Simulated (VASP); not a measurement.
# BaZrO3 (Pm-3m) in VASP: single point with PBE

Aim: the single point of BaZrO3 with PBE.

Everything below comes from runs of VASP 6.6.1. Logs are shortened: lines on timing, memory, paths and dates and some standing lists are left out, and cuts for length are marked.

**1. The cell of the first run**

The structure is cubic, space group Pm-3m (No. 221). The conventional cell has a = 4.096 Å, b = 4.096 Å, c = 4.096 Å, α = 90.00°, β = 90.00°, γ = 90.00°. Within 3.8 Å of Ba (site symmetry m-3m) lie 12 O at 2.90 Å and 8 Zr at 3.55 Å. Within 2.7 Å of Zr (site symmetry m-3m) lie 6 O at 2.05 Å. Within 2.7 Å of O (site symmetry 4/mmm) lie 2 Zr at 2.05 Å.

**2. Single point, PBE (13.75 Å³/atom)**

Contents of INCAR:

```
SYSTEM = BaZrO3
PREC = Accurate ; ENCUT = 910
EDIFF = 1E-6 ; ISMEAR = 0
SIGMA = 0.02 ; LREAL = .FALSE.
LASPH = .TRUE. ; NELM = 120
ALGO = Normal ; ISIF = 2
LWAVE = .FALSE. ; LCHARG = .FALSE.
GGA = PE ; NBANDS = 28
GGA_COMPAT = .FALSE.
```

Contents of KPOINTS:

```
Automatic mesh
0
G
  6 6 6
  0 0 0
```

Contents of POSCAR:

```
BaZrO3
1.0
    4.0963408803      0.0000000000      0.0000000000
    0.0000000000      4.0963408803      0.0000000000
    0.0000000000      0.0000000000      4.0963408803
Ba Zr O
1 1 3
Direct
    0.0000000000      0.0000000000      0.0000000000
    0.5000000000      0.5000000000      0.5000000000
    0.0000000000      0.5000000000      0.5000000000
    0.5000000000      0.0000000000      0.5000000000
    0.5000000000      0.5000000000      0.0000000000
```

Potentials or basis: VASP PAW PBE potentials, release 64 (Ba_sv, Zr_sv, O_h).

Started as:

```bash
$ cat potpaw_PBE.64/Ba_sv/POTCAR potpaw_PBE.64/Zr_sv/POTCAR potpaw_PBE.64/O_h/POTCAR > POTCAR
$ mpirun -np 1 vasp_std > vasp.out
```

OUTCAR:

```text
SYSTEM = BaZrO3
   PREC = Accurate
   ENCUT = 910
   EDIFF = 1E-6
   ISMEAR = 0
   LREAL = .FALSE.
   LASPH = .TRUE.
   NELM = 120
   ISIF = 2
   GGA = PE

 ion  position               nearest neighbor table
   1  0.000  0.000  0.000-   3 2.90   4 2.90   5 2.90   3 2.90   4 2.90   3 2.90   5 2.90   3 2.90
                             4 2.90   5 2.90   4 2.90   5 2.90   2 3.55   2 3.55   2 3.55   2 3.55
   2  0.500  0.500  0.500-   3 2.05   4 2.05   5 2.05   5 2.05   4 2.05   3 2.05   1 3.55   1 3.55
                             1 3.55   1 3.55   1 3.55   1 3.55   1 3.55   1 3.55
   3  0.000  0.500  0.500-   2 2.05   2 2.05   1 2.90   1 2.90   1 2.90   1 2.90
   4  0.500  0.000  0.500-   2 2.05   2 2.05   1 2.90   1 2.90   1 2.90   1 2.90
   5  0.500  0.500  0.000-   2 2.05   2 2.05   1 2.90   1 2.90   1 2.90   1 2.90

  LATTYP: Found a simple cubic cell.
 ALAT       =     4.0963408803

  Lattice vectors:

 A1 = (   4.0963408803,   0.0000000000,   0.0000000000)
 A2 = (   0.0000000000,   4.0963408803,   0.0000000000)
 A3 = (   0.0000000000,   0.0000000000,   4.0963408803)

Analysis of symmetry for initial positions (statically):
=====================================================================
 Subroutine PRICEL returns:
 Original cell was already a primitive cell.

 Routine SETGRP: Setting up the symmetry group for a
 simple cubic supercell.

 Subroutine GETGRP returns: Found 48 space group operations
 (whereof 48 operations were pure point group operations)
 out of a pool of 48 trial point group operations.

The static configuration has the point symmetry O_h .

Analysis of symmetry for dynamics (positions and initial velocities):
=====================================================================
 Subroutine PRICEL returns:
 Original cell was already a primitive cell.

 Routine SETGRP: Setting up the symmetry group for a
 simple cubic supercell.

 Subroutine GETGRP returns: Found 48 space group operations
 (whereof 48 operations were pure point group operations)
 out of a pool of 48 trial point group operations.

The dynamic configuration has the point symmetry O_h .

 Subroutine INISYM returns: Found 48 space group operations
 (whereof 48 operations are pure point group operations),
 and found     1 'primitive' translations

----------------------------------------------------------------------------------------

                                     Primitive cell

  volume of cell :      68.7366

  direct lattice vectors                    reciprocal lattice vectors
     4.096340880  0.000000000  0.000000000     0.244120309  0.000000000  0.000000000
     0.000000000  4.096340880  0.000000000     0.000000000  0.244120309  0.000000000
     0.000000000  0.000000000  4.096340880     0.000000000  0.000000000  0.244120309

  length of vectors
     4.096340880  4.096340880  4.096340880     0.244120309  0.244120309  0.244120309

  position of ions in fractional coordinates (direct lattice)
     0.000000000  0.000000000  0.000000000
     0.500000000  0.500000000  0.500000000
     0.000000000  0.500000000  0.500000000
     0.500000000  0.000000000  0.500000000
     0.500000000  0.500000000  0.000000000

  ion indices of the primitive-cell ions
   primitive index   ion index
                 1           1
                 2           2
                 3           3
                 4           4
                 5           5

----------------------------------------------------------------------------------------

 KPOINTS: Automatic mesh

Automatic generation of k-mesh.
 Grid dimensions read from file:
 generate k-points for:    6    6    6

 Generating k-lattice:

  Cartesian coordinates                     Fractional coordinates (reciprocal lattice)
     0.040686718  0.000000000  0.000000000     0.166666667  0.000000000  0.000000000
     0.000000000  0.040686718  0.000000000     0.000000000  0.166666667  0.000000000
     0.000000000  0.000000000  0.040686718     0.000000000  0.000000000  0.166666667

  Length of vectors
     0.040686718  0.040686718  0.040686718

  Shift w.r.t. Gamma in fractional coordinates (k-lattice)
     0.000000000  0.000000000  0.000000000

 Subroutine IBZKPT returns following result:
 ===========================================

 Found     20 irreducible k-points:

 Following reciprocal coordinates:
            Coordinates               Weight
  0.000000  0.000000  0.000000      1.000000
  0.166667  0.000000  0.000000      6.000000
  0.333333  0.000000  0.000000      6.000000
  0.500000  0.000000  0.000000      3.000000
  0.166667  0.166667  0.000000     12.000000
  0.333333  0.166667  0.000000     24.000000
[... 12 lines left out ...]
  0.500000  0.500000  0.333333      6.000000
  0.500000  0.500000  0.500000      1.000000
   k-points           NKPTS =     20   k-points in BZ     NKDIM =     20   number of bands    NBANDS=     28
   number of dos      NEDOS =    301   number of ions     NIONS =      5
   total plane-waves  NPLWV =  64000
   dimension x,y,z NGX =    40 NGY =   40 NGZ =   40
   dimension x,y,z NGXF=    80 NGYF=   80 NGZF=   80
   ions per type =               1   1   3
   NGX,Y,Z   is equivalent  to a cutoff of  16.23, 16.23, 16.23 a.u.
   NGXF,Y,Z  is equivalent  to a cutoff of  32.47, 32.47, 32.47 a.u.
 SYSTEM =  BaZrO3
   PREC   = accura    normal or accurate (medium, high low for compatibility)
   ISTART =      0    job   : 0-new  1-cont  2-samecut
   ICHARG =      2    charge: 1-file 2-atom 10-const
   ISPIN  =      1    spin polarized calculation?
   LNONCOLLINEAR =      F non collinear calculations
   LSORBIT =      F    spin-orbit coupling
   LASPH  =      T    aspherical Exc in radial PAW
   ENCUT  =  910.0 eV  66.88 Ry    8.18 a.u.  10.08 10.08 10.08*2*pi/ulx,y,z
   NELM   =    120;   NELMIN=  2; NELMDL= -5     # of ELM steps
   EDIFF  = 0.1E-05   stopping-criterion for ELM
   LREAL  =      F    real-space projection
   EDIFFG = 0.1E-04   stopping-criterion for IOM
   NSW    =      0    number of steps for IOM
   IBRION =     -1    ionic relax: 0-MD 1-quasi-New 2-CG
   NFREE  =      0    steps in history (QN), initial steepest desc. (CG)
   ISIF   =      2    stress and relaxation
   ISYM   =      2    0-nonsym 1-usesym 2-fastsym
   POTIM  = 0.5000    time-step for ionic-motion
   TEBEG  =    0.0;   TEEND  =   0.0 temperature during run
   PSTRESS=    0.0 pullay stress
   NELECT =      40.0000    total number of electrons
   NUPDOWN=      -1.0000    fix difference up-down
   EMIN   =  10.00;   EMAX   =-10.00  energy-range for DOS
   EFERMI =   0.00;   METHOD = LEGACY
   ISMEAR =     0;   SIGMA  =   0.02  broadening in eV -4-tet -1-fermi 0-gaus
   EFERMI_NEDOS =   21; number of points for ismear=-14 and -15
   IALGO  =     38    algorithm
   IMIX   =      4    mixing-type and parameters
     AMIX     =   0.40;   BMIX     =  1.00
     AMIX_MAG =   1.60;   BMIX_MAG =  1.00
  volume/ion in A,a.u.               =      13.75        92.77
  Fermi-wavevector in a.u.,A,eV,Ry     =   1.366780  2.582840 25.416889  1.868089
  Thomas-Fermi vector in A             =   2.492891
   LORBIT       =      0    0 simple, 1 ext, 2 COOP (PROOUT), +10 PAW based schemes
   GGA     = PE    functional components
   LHFCALC =     F    Hartree Fock is set to
   AEXX    =    0.0000 exact exchange contribution
   IVDW    =     0    specifies the selected vdW correction
   LEPSILON=     F    determine dielectric tensor
   LRPA    =     F    only Hartree local field effects (RPA)
 non-spin polarized calculation
 Gauss-broadening in eV      SIGMA  =   0.02
  energy-cutoff  :      910.00
  volume of cell :       68.74
 maximum number of plane-waves:      4337
   NGX = 21   NGY = 21   NGZ = 21

 number of electron      39.9999996 magnetization

 Free energy of the ion-electron system (eV)
  ---------------------------------------------------
  ext. energy  EPLUGINS =         0.00000000
  ---------------------------------------------------
  free energy    TOTEN  =       -41.35316346 eV

  energy without entropy =      -41.35316346  energy(sigma->0) =      -41.35316346

 E-fermi :   4.7310     XC(G=0): -11.1264

 val. band max:        4.6285473557   @ k =   0.5000   0.5000   0.5000
 cond. band min:       7.9653806972   @ k =   0.0000   0.0000   0.0000
 fundamental gap:      3.3368333415
 Fermi energy:         4.7310238428

 k-point     1 :       0.0000    0.0000    0.0000
  band No.  band energies     occupation
      1     -41.9581      2.00000
      2     -20.4837      2.00000
      3     -20.2227      2.00000
      4     -20.2227      2.00000
      5     -20.2227      2.00000
      6     -11.8487      2.00000
[... 20 lines left out ...]
     27      12.8359      0.00000
     28      12.8359      0.00000

 k-point     2 :       0.1667    0.0000    0.0000
  band No.  band energies     occupation
      1     -41.9568      2.00000
      2     -20.5623      2.00000
      3     -20.2201      2.00000
      4     -20.2201      2.00000
      5     -20.2115      2.00000
      6     -11.8842      2.00000
[... 20 lines left out ...]
     27      12.8391      0.00000
     28      13.2305      0.00000

 k-point     3 :       0.3333    0.0000    0.0000
  band No.  band energies     occupation
      1     -41.9543      2.00000
      2     -20.7186      2.00000
      3     -20.2150      2.00000
      4     -20.2150      2.00000
      5     -20.1799      2.00000
      6     -12.0412      2.00000
[... 20 lines left out ...]
     27      12.8410      0.00000
     28      13.2437      0.00000

 k-point     4 :       0.5000    0.0000    0.0000
  band No.  band energies     occupation
      1     -41.9531      2.00000
      2     -20.7943      2.00000
      3     -20.2125      2.00000
      4     -20.2125      2.00000
      5     -20.1621      2.00000
      6     -12.1225      2.00000
[... 454 lines left out ...]
     27      13.3157      0.00000
     28      14.0315      0.00000

 k-point    19 :       0.5000    0.5000    0.3333
  band No.  band energies     occupation
      1     -41.9445      2.00000
      2     -20.5507      2.00000
      3     -20.5507      2.00000
      4     -20.4660      2.00000
      5     -20.3140      2.00000
      6     -10.7727      2.00000
[... 20 lines left out ...]
     27      13.5889      0.00000
     28      14.3768      0.00000

 k-point    20 :       0.5000    0.5000    0.5000
  band No.  band energies     occupation
      1     -41.9433      2.00000
      2     -20.5470      2.00000
      3     -20.5470      2.00000
      4     -20.5470      2.00000
      5     -20.3015      2.00000
      6     -10.4108      2.00000
[... 20 lines left out ...]
     27      14.2380      0.00000
     28      14.2380      0.00000

------------------------ aborting loop because EDIFF is reached ----------------------------------------

  FORCE on cell =-STRESS in cart. coord.  units (eV):
  Direction    XX          YY          ZZ          XY          YZ          ZX
  --------------------------------------------------------------------------------------
  -------------------------------------------------------------------------------------
  Total        7.9330852      7.9330852      7.9330852      0.0000000      0.0000000     -0.0000000
  in kB      184.9117177    184.9117177    184.9117177      0.0000000      0.0000000     -0.0000000
  external PRESSURE =     184.9117177 kB  Pullay stress =       0.0000000 kB

 VOLUME and BASIS-vectors are now :
 -----------------------------------------------------------------------------
  energy-cutoff  :      910.00
  volume of cell :       68.74
      direct lattice vectors                 reciprocal lattice vectors
     4.096340880  0.000000000  0.000000000     0.244120309  0.000000000  0.000000000
     0.000000000  4.096340880  0.000000000     0.000000000  0.244120309  0.000000000
     0.000000000  0.000000000  4.096340880     0.000000000  0.000000000  0.244120309

 POSITION                                       TOTAL-FORCE (eV/Angst)
 -----------------------------------------------------------------------------------
      0.00000      0.00000      0.00000         0.000000      0.000000      0.000000
      2.04817      2.04817      2.04817         0.000000      0.000000      0.000000
      0.00000      2.04817      2.04817         0.000000      0.000000      0.000000
      2.04817      0.00000      2.04817         0.000000      0.000000      0.000000
      2.04817      2.04817      0.00000         0.000000      0.000000      0.000000
 -----------------------------------------------------------------------------------
    total drift:                                0.000000      0.000000     -0.000000

  FREE ENERGIE OF THE ION-ELECTRON SYSTEM (eV)
  ---------------------------------------------------
  free  energy   TOTEN  =       -41.3531634630 eV

  energy  without entropy=      -41.3531634630  energy(sigma->0) =      -41.35316346
```

It took 77 s on 1 thread of Intel Xeon Platinum 8259CL at 2.50GHz (Skylake/Cascade Lake), shared host; peak memory 0.29 GiB.

Results:

- Free energy: -41.3532 eV
- Pressure: 18.5 GPa
- Band gap on the k mesh: 3.34 eV (least direct gap 3.46 eV)

Levels at points of the mesh, in eV from the valence-band top:
```
           k point  band 18  band 19  band 20  band 21  band 22  band 23
(0.00, 0.00, 0.00)    -0.13    -0.13    -0.13     3.34     3.34     3.34
(0.50, 0.00, 0.00)    -1.82    -0.32    -0.32     3.85     6.18     6.18
(0.50, 0.50, 0.00)    -0.91    -0.59    -0.09     6.13     6.13     6.85
(0.50, 0.50, 0.50)     0.00     0.00     0.00     6.26     6.26     6.26
```

Caveat: the cutoff is under 1.25 times the usual one of these potentials, so pressure, stress and relaxed cells hold a basis-set (Pulay) error; the cell stands under pressure; spin-orbit coupling is left out, which moves the levels of the heavy elements. A k mesh can miss the band edges.
